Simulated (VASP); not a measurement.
Crystal: BaS (zincblende type).

```xyz
2
Lattice="0.0000 3.2195 3.2195 3.2195 0.0000 3.2195 3.2195 3.2195 0.0000" Properties=species:S:1:pos:R:3 pbc="T T T"
Ba    0.0000    0.0000    0.0000
S     1.6098    1.6098    1.6098
```

| Quantity | Value |
| --- | --- |
| Program | VASP 6.6.1 |
| Task | relaxation of cell and atoms |
| Functional | LDA |
| Potentials or basis | VASP PAW LDA potentials, release 64 (Ba_sv, S) |
| Cutoff | 600 eV |
| k mesh | 9 × 9 × 9 |
| Occupations | fermi-dirac, width 0.08 eV |
| Spin | no spin polarisation |

At the start: pressure 10.3 GPa; volume 33.37 Å³/atom.

Q: Where does the relaxation end?

A: Over 5 steps the energy falls by 210.8 meV/atom and the volume is 41.17 Å³/atom (+23.4 %); space group F-43m (No. 216, to 0.1 Å) before and after.

The path:
| step | energy change (eV) | largest force (eV/Å) | pressure (GPa) | volume (Å³) |
| --- | --- | --- | --- | --- |
| 1 | 0.0000 | 0.0000 | 10.28 | 66.74 |
| 2 | -0.3658 | 0.0000 | -2.29 | 89.63 |
| 3 | -0.4215 | 0.0000 | 0.06 | 82.21 |
| 4 | -0.4215 | 0.0000 | -0.07 | 82.55 |
| 5 | -0.4215 | 0.0000 | 0.01 | 82.34 |

Final structure:
```yaml
crystal:
  lattice:
    - [0.00000, 3.45294, 3.45294]
    - [3.45294, 0.00000, 3.45294]
    - [3.45294, 3.45294, 0.00000]
  atoms:
    - { symbol: Ba, position: [0.00000, 0.00000, 0.00000] }
    - { symbol: S, position: [0.25000, 0.25000, 0.25000] }
```

Caveat: the volume moved by over 15 % at a fixed basis, so the end points are rough.
